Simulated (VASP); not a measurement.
Input of a VASP 6.6.1 run:

Contents of INCAR:

```
SYSTEM = Al2O
  ALGO = Normal
  EDIFF = 1E-6
  ENCUT = 600
  GGA = PE
  GGA_COMPAT = .False.
  ISIF = 2
  ISMEAR = -1
  LASPH = .True.
  LCHARG = .False.
  LREAL = .False.
  LWAVE = .False.
  NBANDS = 13
  NELM = 120
  PREC = Accurate
  SIGMA = 0.06122561905347299
```

The input KPOINTS:

```
k-points
0
Gamma
  33 33 33
  0 0 0
```

File POSCAR:

```
Al2O
1.0
    0.0000000000      2.8856653517      2.8856653517
    2.8856653517      0.0000000000      2.8856653517
    2.8856653517      2.8856653517      0.0000000000
Al O
2 1
Direct
    0.2500000000      0.2500000000      0.2500000000
    0.7500000000      0.7500000000      0.7500000000
    0.0000000000      0.0000000000      0.0000000000
```

Potentials or basis: VASP PAW PBE potentials, release 64 (Al, O).

Launch:

```console
$ cat potpaw_PBE.64/Al/POTCAR potpaw_PBE.64/O/POTCAR > POTCAR
$ mpirun -np 1 vasp_std > vasp.out
```

**Question.** What does it give for the band gap on the k mesh?

**Answer.** Zero (bands 6 and 7 overlap by 1.96 eV).

**Question.** Predict the pressure.

**Answer.** -2.1 GPa.
